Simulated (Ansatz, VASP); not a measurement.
**ReP2: VASP beside Ansatz**

INCAR

```
PREC = Accurate ; ENCUT = 560
EDIFF = 1E-6 ; ISMEAR = 0
SIGMA = 0.1 ; LREAL = F
LASPH = T ; NELM = 200
ALGO = Normal ; ISIF = 2
LWAVE = F ; LCHARG = T
ISPIN = 2 ; MAGMOM = 1 0 0
LORBIT = 11 ; LMAXMIX = 4
GGA = PE ; LELF = T
LVHAR = T ; NBANDS = 24
GGA_COMPAT = F
```

Contents of KPOINTS:

```
regular mesh
0
Gamma
  6 6 4
```

File POSCAR:

```
ReP2
1.0
    3.1029752282      0.0000000000      0.0000000000
    0.0000000000      3.1029752282      0.0000000000
    0.0000000000      0.0000000000      5.4533950033
Re P
1 2
Direct
    0.0000000000      0.0000000000      0.0000000000
    0.5000000000      0.0000000000      0.3097013425
    0.0000000000      0.5000000000      0.6902986575
```

Input for Ansatz:

```yaml
crystal:
  lattice:
    - [3.1029752282, 0.0, 0.0]
    - [0.0, 3.1029752282, 0.0]
    - [0.0, 0.0, 5.4533950033]
  atoms:
    - { symbol: Re, position: [0.0, 0.0, 0.0], spin: 1.0 }
    - { symbol: P, position: [0.5, 0.0, 0.3097013425] }
    - { symbol: P, position: [0.0, 0.5, 0.6902986575] }
basis:
  ecutwfc: 420
kpoints:
  mp_grid: { grid: [6, 6, 4] }
hamiltonian:
  xc: pbe
scf:
  occupations: { method: gaussian, width: 0.1 }
  lower_state_search: "off"
output:
  forces: true
  stress: true
  eigenvalues: true
  populations: true
magnetization:
  spin_polarized: true
```

Change from the starting cell: ordered vacancies on the cation sites of zinc blende (P-4m2, No. 115).

Alike in both runs: task single point; functional PBE; k mesh 6 × 6 × 4; occupations gaussian, width 0.1 eV; collinear spin.

|  | VASP | Ansatz |
| --- | --- | --- |
| version | VASP 6.6.1 | Ansatz 0.2.0 |
| potentials or method | VASP PAW PBE potentials, release 64 (Re_sv_GW, P), cutoff 560 eV | scalar-relativistic, plane waves, PAW |
| valence electrons in the cell | 25 | 25 |

|  | VASP | Ansatz | Ansatz less VASP |
| --- | --- | --- | --- |
| gap on the k mesh at the Fermi level (eV) | none | none | - |
| pressure (GPa) | -0.3 | 0.1 | +0.46 |
| traceless stress, the component that is largest in VASP (GPa) | -0.08 | -0.06 | +0.021 |
| rms of the force components (eV/Å) | 0.013 | 0.004 | -0.0092 |
| net moment per atom (μB) | 0.00 | 0.00 | 0.000 |

Atom by atom the forces differ by 0.009 eV/Å (rms over components). A gap of «none» marks a metal or a gap that the smearing closes. Ansatz's warnings: seeded moment not kept.

Spin-orbit coupling is off throughout.
